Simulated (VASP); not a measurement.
Write the native input for VASP 6.6.1 that does the following.

```yaml
Task: single point
Functional: PBEsol
Potentials_or_basis: VASP PAW PBE potentials, release 64 (Cd_sv_GW, H, O)
Cutoff: 700 eV
k_mesh: 9 × 9 × 6
Occupations: gaussian, width 0.05 eV
Spin: no spin polarisation
Dipole_correction: no
Further_INCAR_settings: ALGO = Normal; EDIFF = 1e-06; NBANDS = 25
```

The structure of CdH2O2 lies in POSCAR:

```
CdH2O2
1.0
    3.5155259648      0.0000000000      0.0000000000
   -1.7577629824      3.0445347931      0.0000000000
    0.0000000000      0.0000000000      4.5733346006
Cd H O
1 2 2
Direct
    0.0000000000      0.0000000000      0.0000000000
    0.6666666667      0.3333333333      0.5509607200
    0.3333333333      0.6666666667      0.4490392800
    0.6666666667      0.3333333333      0.7593720000
    0.3333333333      0.6666666667      0.2406280000
```

This cell differs from its parent crystal: strain +0.000 along x and y, -0.015 along z.

The input as run:

INCAR

```
SYSTEM = CdH2O2
PREC = Accurate ; ENCUT = 700
EDIFF = 1E-6 ; ISMEAR = 0
SIGMA = 0.05 ; LREAL = .FALSE.
LASPH = .TRUE. ; NELM = 120
ALGO = Normal ; ISIF = 2
LWAVE = .FALSE. ; LCHARG = .FALSE.
GGA = PS ; NBANDS = 25
GGA_COMPAT = .FALSE.
```

KPOINTS

```
regular mesh
0
G
  9 9 6
  0 0 0
```

Potentials or basis: VASP PAW PBE potentials, release 64 (Cd_sv_GW, H, O).

The run is started by

```bash
$ cat potpaw_PBE.64/Cd_sv_GW/POTCAR potpaw_PBE.64/H/POTCAR potpaw_PBE.64/O/POTCAR > POTCAR
$ mpirun -np 1 vasp_std > vasp.out
```

Results of the run:

```yaml
Pressure: 2.0 GPa
Largest_force: 1.438 eV/Å
Band_gap_on_the_k_mesh: 1.67 eV (least direct gap 2.04 eV)
```

Caveat: the cell differs from its parent crystal (strain +0.000 along x and y, -0.015 along z); the stress differs along the axes, from -1 to 8 GPa; the PAW data sets were made with another functional, which shifts forces and pressure a little.

Run time: 120 s on 1 thread of Intel(R) Xeon(R) Platinum 8259CL CPU @ 2.50GHz (Skylake/Cascade Lake) (shared host), peak memory 0.28 GiB.
